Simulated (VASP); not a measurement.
Wanted: the native input for a VASP 6.6.1 run.

| Item | Value |
| --- | --- |
| Task | single point |
| Functional | LDA |
| Potentials or basis | VASP PAW LDA potentials, release 64 (In_d, As) |
| Cutoff | 520 eV |
| k mesh | 6 × 6 × 6 |
| Occupations | methfessel-paxton, width 0.1 eV |
| Spin | no spin polarisation |
| Dipole correction | no |
| Further INCAR settings | ALGO = Normal; EDIFF = 1e-06; NBANDS = 16 |

The structure of InAs lies in POSCAR:

```
InAs
1.0
    0.0000000000      3.0180000000      3.0180000000
    3.0180000000      0.0000000000      3.0180000000
    3.0180000000      3.0180000000      0.0000000000
In As
1 1
Direct
    0.0000000000      0.0000000000      0.0000000000
    0.2500000000      0.2500000000      0.2500000000
```

The input as run:

INCAR

```
PREC = Accurate
ENCUT = 520
EDIFF = 1E-6
ISMEAR = 1
SIGMA = 0.1
LREAL = F
LASPH = T
NELM = 80
ALGO = Normal
ISIF = 2
LWAVE = F
LCHARG = T
LELF = T
LVHAR = T
NBANDS = 16
```

KPOINTS

```
Automatic mesh
0
Gamma
  6 6 6
```

Potentials or basis: VASP PAW LDA potentials, release 64 (In_d, As).

The run is started by

```sh
$ cat potpaw_LDA.64/In_d/POTCAR potpaw_LDA.64/As/POTCAR > POTCAR
$ mpirun -np 1 vasp_std > vasp.out
```

It gave:

The pressure is -0.1 GPa. The band gap on the k mesh is zero (filled and empty bands touch).

Caveat: spin-orbit coupling is left out, which moves the levels of the heavy elements.

Wall time 19 s on 1 thread of Intel(R) Xeon(R) Platinum 8488C (Sapphire Rapids) (shared host), peak memory 0.15 GiB.
